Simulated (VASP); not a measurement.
# Nb (Im-3m) in VASP: notebook, part 2 of 2

VASP 6.6.1. Earlier steps stand in the parts before.

## 3. Single point, RPBE+D4

This run uses another cell than the first one, of 18.80 Å³/atom, 1.020 times its volume.

File INCAR:

```
SYSTEM = Nb
PREC = Accurate
ENCUT = 500
EDIFF = 1E-6
ISMEAR = -1
SIGMA = 0.05
LREAL = .FALSE.
LASPH = .TRUE.
NELM = 120
ALGO = Normal
ISIF = 2
LWAVE = .FALSE.
LCHARG = .FALSE.
GGA = RP
IVDW = 13
NBANDS = 12
GGA_COMPAT = .FALSE.
```

File KPOINTS:

```
regular mesh
0
G
  11 11 11
  0 0 0
```

File POSCAR:

```
Nb
1.0
   -1.6749698576      1.6749698576      1.6749698576
    1.6749698576     -1.6749698576      1.6749698576
    1.6749698576      1.6749698576     -1.6749698576
Nb
1
Direct
    0.0000000000      0.0000000000      0.0000000000
```

Potentials or basis: VASP PAW PBE potentials, release 64 (Nb_sv).

Started as:

```
$ cat potpaw_PBE.64/Nb_sv/POTCAR > POTCAR
$ mpirun -np 1 vasp_std > vasp.out
```

Run time: 21 s. Hardware: 1 thread of AMD EPYC 7R13, shared host; peak memory 0.11 GiB.

It converged, with:

| Item | Value |
| --- | --- |
| Free energy | -10.2628 eV |
| Pressure | -7.4 GPa |
| Dispersion energy per atom | -0.565 eV |

Levels at points of the mesh, in eV from the Fermi level:
```
           k point  band 3  band 4  band 5  band 6  band 7  band 8  band 9  band 10
(0.00, 0.00, 0.00)  -29.81  -29.81   -5.82    0.41    0.41    0.41    3.18     3.18
```

Caveat: the PAW data sets were made with another functional, which shifts forces and pressure a little; pairwise dispersion overbinds metals, which lowers pressure and volume.

## 4. Single point, RPBE+D4

This run uses another cell than the first one, of 19.17 Å³/atom, 1.040 times its volume.

File INCAR:

```
  PREC = Accurate
  ENCUT = 500
  EDIFF = 1E-6
  ISMEAR = -1
  SIGMA = 0.05
  LREAL = False
  LASPH = True
  NELM = 120
  ALGO = Normal
  ISIF = 2
  LWAVE = False
  LCHARG = False
  GGA = RP
  IVDW = 13
  NBANDS = 12
  GGA_COMPAT = False
```

File KPOINTS:

```
regular mesh
0
Gamma
  11 11 11
```

File POSCAR:

```
Nb
1.0
   -1.6858465900      1.6858465900      1.6858465900
    1.6858465900     -1.6858465900      1.6858465900
    1.6858465900      1.6858465900     -1.6858465900
Nb
1
Direct
    0.0000000000      0.0000000000      0.0000000000
```

Started as:

```
$ cat potpaw_PBE.64/Nb_sv/POTCAR > POTCAR
$ mpirun -np 1 vasp_std > vasp.out
```

It took 25 s on 1 thread of AMD EPYC 7R13, shared host; peak memory 0.11 GiB.

It converged, with:

| Property | Result |
| --- | --- |
| Free energy | -10.2430 eV |
| Pressure | -10.1 GPa |
| Dispersion energy per atom | -0.555 eV |

Levels at points of the mesh, in eV from the Fermi level:
```tsv
k point	band 3	band 4	band 5	band 6	band 7	band 8	band 9	band 10
(0.00, 0.00, 0.00)	-29.88	-29.88	-5.79	0.40	0.40	0.40	3.11	3.11
```

Caveat: the PAW data sets were made with another functional, which shifts forces and pressure a little; pairwise dispersion overbinds metals, which lowers pressure and volume.

## 5. Single point, RPBE+D4

This run uses another cell than the first one, of 19.53 Å³/atom, 1.060 times its volume.

File INCAR:

```
SYSTEM = Nb
PREC = Accurate
ENCUT = 500
EDIFF = 1E-6
ISMEAR = -1
SIGMA = 0.05
LREAL = .False.
LASPH = .True.
NELM = 120
ALGO = Normal
ISIF = 2
LWAVE = .False.
LCHARG = .False.
GGA = RP
IVDW = 13
NBANDS = 12
GGA_COMPAT = .False.
```

File KPOINTS:

```
regular mesh
0
Gamma
  11 11 11
  0 0 0
```

File POSCAR:

```
Nb
1.0
   -1.6965847559      1.6965847559      1.6965847559
    1.6965847559     -1.6965847559      1.6965847559
    1.6965847559      1.6965847559     -1.6965847559
Nb
1
Direct
    0.0000000000      0.0000000000      0.0000000000
```

Started as:

```
$ cat potpaw_PBE.64/Nb_sv/POTCAR > POTCAR
$ mpirun -np 1 vasp_std > vasp.out
```

Wall time 25 s (1 thread of AMD EPYC 7R13, shared host); peak memory 0.11 GiB.

Results (log left out):

| Property | Result |
| --- | --- |
| Free energy | -10.2171 eV |
| Pressure | -12.6 GPa |
| Dispersion energy per atom | -0.545 eV |

Levels at points of the mesh, in eV from the Fermi level:
| k point | band 3 | band 4 | band 5 | band 6 | band 7 | band 8 | band 9 | band 10 |
| --- | --- | --- | --- | --- | --- | --- | --- | --- |
| (0.00, 0.00, 0.00) | -29.95 | -29.95 | -5.75 | 0.40 | 0.40 | 0.40 | 3.05 | 3.05 |

Caveat: the PAW data sets were made with another functional, which shifts forces and pressure a little; pairwise dispersion overbinds metals, which lowers pressure and volume.

## 6. Single point, BLYP

This run uses another cell than the first one, of 18.89 Å³/atom, 1.025 times its volume.

File INCAR:

```
SYSTEM = Nb
  PREC = Accurate
  ENCUT = 500
  EDIFF = 1E-6
  ISMEAR = -1
  SIGMA = 0.05
  LREAL = .FALSE.
  LASPH = .TRUE.
  NELM = 120
  ALGO = Normal
  ISIF = 2
  LWAVE = .FALSE.
  LCHARG = .FALSE.
  GGA = B5
  ALDAX = 1.0
  AGGAX = 1.0
  AGGAC = 1.0
  ALDAC = 0.0
  NBANDS = 12
  GGA_COMPAT = .FALSE.
```

File KPOINTS:

```
Automatic mesh
0
G
  11 11 11
  0 0 0
```

File POSCAR:

```
Nb
1.0
   -1.6778385037      1.6778385037      1.6778385037
    1.6778385037     -1.6778385037      1.6778385037
    1.6778385037      1.6778385037     -1.6778385037
Nb
1
Direct
    0.0000000000      0.0000000000      0.0000000000
```

Potentials or basis: VASP PAW PBE potentials, release 64 (Nb_sv).

Started as:

```
$ cat potpaw_PBE.64/Nb_sv/POTCAR > POTCAR
$ mpirun -np 1 vasp_std > vasp.out
```

OUTCAR:

```text
SYSTEM = Nb
   PREC = Accurate
   ENCUT = 500
   EDIFF = 1E-6
   ISMEAR = -1
   LREAL = .FALSE.
   LASPH = .TRUE.
   NELM = 120
   ISIF = 2
   GGA = B5

 ion  position               nearest neighbor table
   1  0.000  0.000  0.000-

  LATTYP: Found a body centered cubic cell.
 ALAT       =     3.3556770074

  Lattice vectors:

 A1 = (  -1.6778385037,   1.6778385037,   1.6778385037)
 A2 = (   1.6778385037,  -1.6778385037,   1.6778385037)
[... 539 lines left out ...]
     12      23.4661      0.00000

 [... further k-points ...]

------------------------ aborting loop because EDIFF is reached ----------------------------------------

  FORCE on cell =-STRESS in cart. coord.  units (eV):
  Direction    XX          YY          ZZ          XY          YZ          ZX
  --------------------------------------------------------------------------------------
  -------------------------------------------------------------------------------------
  Total       -0.0129812     -0.0129812     -0.0129812     -0.0000000     -0.0000000      0.0000000
  in kB       -1.1008194     -1.1008194     -1.1008194     -0.0000000     -0.0000000      0.0000000
  external PRESSURE =      -1.1008194 kB  Pullay stress =       0.0000000 kB

 VOLUME and BASIS-vectors are now :
 -----------------------------------------------------------------------------
  energy-cutoff  :      500.00
  volume of cell :       18.89
      direct lattice vectors                 reciprocal lattice vectors
    -1.677838504  1.677838504  1.677838504     0.000000000  0.298002459  0.298002459
     1.677838504 -1.677838504  1.677838504     0.298002459  0.000000000  0.298002459
     1.677838504  1.677838504 -1.677838504     0.298002459  0.298002459  0.000000000

 POSITION                                       TOTAL-FORCE (eV/Angst)
 -----------------------------------------------------------------------------------
      0.00000      0.00000      0.00000         0.000000      0.000000     -0.000000
 -----------------------------------------------------------------------------------
    total drift:                               -0.000000      0.000000      0.000000

  FREE ENERGIE OF THE ION-ELECTRON SYSTEM (eV)
  ---------------------------------------------------
  free  energy   TOTEN  =        -8.8551961310 eV

  energy  without entropy=       -8.8389895867  energy(sigma->0) =       -8.84709286
```

OSZICAR:

```text
N       E                     dE             d eps       ncg     rms          rms(c)
DAV:   1     0.112624772317E+03    0.11262E+03   -0.70535E+03  1360   0.104E+03
DAV:   2    -0.484883000266E+01   -0.11747E+03   -0.11378E+03  1504   0.378E+02
DAV:   3    -0.901656378915E+01   -0.41677E+01   -0.39989E+01  1920   0.611E+01
DAV:   4    -0.923666664781E+01   -0.22010E+00   -0.21869E+00  1840   0.132E+01
DAV:   5    -0.924356734260E+01   -0.69007E-02   -0.68987E-02  1968   0.208E+00    0.673E+00
DAV:   6    -0.888512132825E+01    0.35845E+00   -0.55421E-01  2152   0.918E+00    0.233E+00
DAV:   7    -0.884997657785E+01    0.35145E-01   -0.14987E-01  2220   0.466E+00    0.852E-01
DAV:   8    -0.885512290178E+01   -0.51463E-02   -0.10250E-02  1600   0.127E+00    0.577E-02
DAV:   9    -0.885518621335E+01   -0.63312E-04   -0.83563E-04  2228   0.287E-01    0.401E-02
DAV:  10    -0.885520167497E+01   -0.15462E-04   -0.28631E-05  1544   0.617E-02    0.114E-02
DAV:  11    -0.885519609927E+01    0.55757E-05   -0.49094E-06  1960   0.300E-02    0.328E-03
DAV:  12    -0.885519613102E+01   -0.31750E-07   -0.16372E-07   920   0.478E-03
   1 F= -.88551961E+01 E0= -.88470929E+01  d E =-.162065E-01
```

Run time: 27 s. Hardware: 1 thread of AMD EPYC 7R13, shared host; peak memory 0.11 GiB.

What came out:

```yaml
Free_energy: -8.8552 eV
Pressure: -0.1 GPa
```

Levels at points of the mesh, in eV from the Fermi level:
| k point | band 4 | band 5 | band 6 | band 7 | band 8 | band 9 |
| --- | --- | --- | --- | --- | --- | --- |
| (0.00, 0.00, 0.00) | -29.80 | -5.63 | 0.32 | 0.32 | 0.32 | 3.09 |

Caveat: the PAW data sets were made with another functional, which shifts forces and pressure a little.

## 7. Overview

| level | cell | gap on the mesh (eV) | pressure (GPa) |
| --- | --- | --- | --- |
| RPBE+D4 | a = 2.882 Å, angles 109.5°, 1 atom | none | -4.4 |
| RPBE+D4 | a = 2.901 Å, angles 109.5°, 1 atom | none | -7.4 |
| RPBE+D4 | a = 2.920 Å, angles 109.5°, 1 atom | none | -10.1 |
| RPBE+D4 | a = 2.939 Å, angles 109.5°, 1 atom | none | -12.6 |
| BLYP | a = 2.906 Å, angles 109.5°, 1 atom | none | -0.1 |

Alike in all rows: task single point; potentials or basis VASP PAW PBE potentials, release 64 (Nb_sv); no spin polarisation; k mesh 11 × 11 × 11; cutoff (eV) 500; smearing fermi-dirac 0.05 eV.

Caveats: the PAW data sets were made with another functional, which shifts forces and pressure a little; pairwise dispersion overbinds metals, which lowers pressure and volume (some runs).

Total energies depend on the potentials used, so only differences within one code and one set of settings carry meaning.
